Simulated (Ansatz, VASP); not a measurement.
**One calculation of In, two programs**

```
In
1.0
     3.51193    0.00000    0.00000
    -1.75596    3.04142    0.00000
     0.00000    0.00000    5.64398
In
2
Direct
  0.33333 0.66667 0.25000
  0.66667 0.33333 0.75000
```

Alike in both runs: task single point; functional BLYP; k mesh 12 × 12 × 6; occupations fermi-dirac, width 0.1 eV; no spin polarisation.

|  | VASP | Ansatz |
| --- | --- | --- |
| version | VASP 6.6.1 | Ansatz 0.2.0 |
| potentials or method | VASP PAW PBE potentials, release 64 (In_d), cutoff 520 eV | plane waves (420 eV) with PAW, scalar-relativistic |
| valence electrons in the cell | 26 | 26 |

Ansatz gave:

| Quantity | Value |
| --- | --- |
| pressure (GPa) | 1.1 |
| traceless stress, the component that is largest in VASP (GPa) | 0.06 |

Question: Estimate VASP's values.

Answer: Pressure (GPa): 1.0; traceless stress, the component that is largest in VASP (GPa): 0.07.

VASP's potentials were made for PBE, not for BLYP. The functional is the same, so the differences come from potentials, cutoffs and numerics.
